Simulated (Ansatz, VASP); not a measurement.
Mg in VASP and in Ansatz

The input INCAR:

```
SYSTEM = Mg
PREC     = Accurate       ! precision mode
ENCUT    = 520            ! plane-wave cutoff, eV
EDIFF    = 1E-6           ! SCF threshold, eV
ISMEAR   = -1             ! smearing method
SIGMA    = 0.05           ! smearing width, eV
LREAL    = .FALSE.        ! projectors in reciprocal space
LASPH    = .TRUE.         ! aspherical terms in the spheres
NELM     = 80             ! most SCF steps
ALGO     = Normal         ! electronic algorithm
ISIF     = 2              ! what is computed and relaxed
LWAVE    = .FALSE.        ! write WAVECAR
LCHARG   = .FALSE.        ! write CHGCAR
NBANDS   = 9              ! bands
```

The input KPOINTS:

```
regular mesh
0
G
  15 15 9
  0 0 0
```

POSCAR

```
Mg
1.0
    2.6209760657      0.0000000000      0.0000000000
   -1.3104880329      2.2698318556      0.0000000000
    0.0000000000      0.0000000000      4.2124959861
Mg
2
Direct
    0.3333333333      0.6666666667      0.2500000000
    0.6666666667      0.3333333333      0.7500000000
```

Input for Ansatz:

```yaml
crystal:
  lattice:
    - [2.6209760657, 0.0, 0.0]
    - [-1.3104880329, 2.2698318556, 0.0]
    - [0.0, 0.0, 4.2124959861]
  atoms:
    - { symbol: Mg, position: [0.3333333333, 0.6666666667, 0.25] }
    - { symbol: Mg, position: [0.6666666667, 0.3333333333, 0.75] }
kpoints:
  mp_grid: { grid: [15, 15, 9] }
scf:
  occupations: { method: fermi_dirac, width: 0.05 }
hamiltonian:
  xc: lda
  pseudopotentials: { kind: paw }
output:
  forces: true
  stress: true
  eigenvalues: true
  populations: true
```

Change from the starting cell: volume scaled by 0.58, PAW files.

Alike in both runs: task single point; functional LDA; k mesh 15 × 15 × 9; occupations fermi-dirac, width 0.05 eV; no spin polarisation.

|  | VASP | Ansatz |
| --- | --- | --- |
| version | VASP 6.6.1 | Ansatz 0.2.0 |
| potentials or method | VASP PAW LDA potentials, release 64 (Mg) | PAW with Ansatz's default frozen-core files, scalar-relativistic |
| plane-wave cutoff (eV) | 520 | 420 |
| valence electrons in the cell | 4 | 20 |

```csv
,VASP,Ansatz,Ansatz less VASP
pressure (GPa),63.7,62.9,-0.72
"traceless stress, the component that is largest in VASP (GPa)",0.14,0.11,-0.025
```

LDA's correlation is that of Perdew and Zunger in VASP and of Perdew and Wang (1992) in Ansatz. Both programs put the cell under a high pressure, so it lies far from rest at this level. VASP's potentials hold 4 valence electrons a cell and Ansatz's 20, so a difference there can come from the potentials and not from the codes.

Noted on VASP's run: the cell as given lies far from equilibrium.
